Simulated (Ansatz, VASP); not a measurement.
**CuAu3 in VASP and in Ansatz**

Contents of INCAR:

```
SYSTEM = CuAu3
PREC = Accurate
ENCUT = 610
EDIFF = 1E-8
ISMEAR = -1
SIGMA = 0.05
LREAL = .FALSE.
LASPH = .TRUE.
NELM = 120
ALGO = Normal
ISIF = 2
LWAVE = .FALSE.
LCHARG = .FALSE.
GGA = CA
LEFG = .TRUE.
NBANDS = 46
GGA_COMPAT = .FALSE.
```

KPOINTS

```
Automatic mesh
0
G
  9 9 9
  0 0 0
```

File POSCAR:

```
CuAu3
1.0
    3.9532877858      0.0000000000      0.0000000000
    0.0000000000      3.9532877858      0.0000000000
    0.0000000000      0.0000000000      3.9532877858
Cu Au
1 3
Direct
    0.0000000000      0.0000000000      0.0000000000
    0.0000000000      0.5000000000      0.5000000000
    0.5000000000      0.0000000000      0.5000000000
    0.5000000000      0.5000000000      0.0000000000
```

Input for Ansatz:

```yaml
crystal:
  lattice:
    - [3.9532877858, 0.0, 0.0]
    - [0.0, 3.9532877858, 0.0]
    - [0.0, 0.0, 3.9532877858]
  atoms:
    - { symbol: Cu, position: [0.0, 0.0, 0.0] }
    - { symbol: Au, position: [0.0, 0.5, 0.5] }
    - { symbol: Au, position: [0.5, 0.0, 0.5] }
    - { symbol: Au, position: [0.5, 0.5, 0.0] }
kpoints:
  mp_grid: { grid: [9, 9, 9] }
scf:
  occupations: { method: fermi_dirac, width: 0.05 }
hamiltonian:
  xc: lda
  pseudopotentials: { kind: paw }
output:
  forces: true
  stress: true
  eigenvalues: true
  efg: { contact_densities: true }
```

Change from the starting cell: volume scaled by 0.98, PAW files.

Alike in both runs: task electric field gradients; functional LDA; k mesh 9 × 9 × 9; occupations fermi-dirac, width 0.05 eV; no spin polarisation.

|  | VASP | Ansatz |
| --- | --- | --- |
| version | VASP 6.6.1 | Ansatz 0.2.0 |
| potentials or method | VASP PAW LDA potentials, release 64 (Cu_sv_GW, Au_sv_GW) | PAW with Ansatz's default frozen-core files, scalar-relativistic |
| plane-wave cutoff (eV) | 610 | 420 |
| valence electrons in the cell | 76 | 76 |

Ansatz gave:

* size of Vzz on the site where it differs most (V/Å²): 49.2

Problem. Estimate VASP's values.

Solution. Size of Vzz on the site where it differs most (V/Å²): 60.5.

LDA's correlation is that of Perdew and Zunger in VASP and of Perdew and Wang (1992) in Ansatz.

Neither program's run includes spin-orbit coupling.
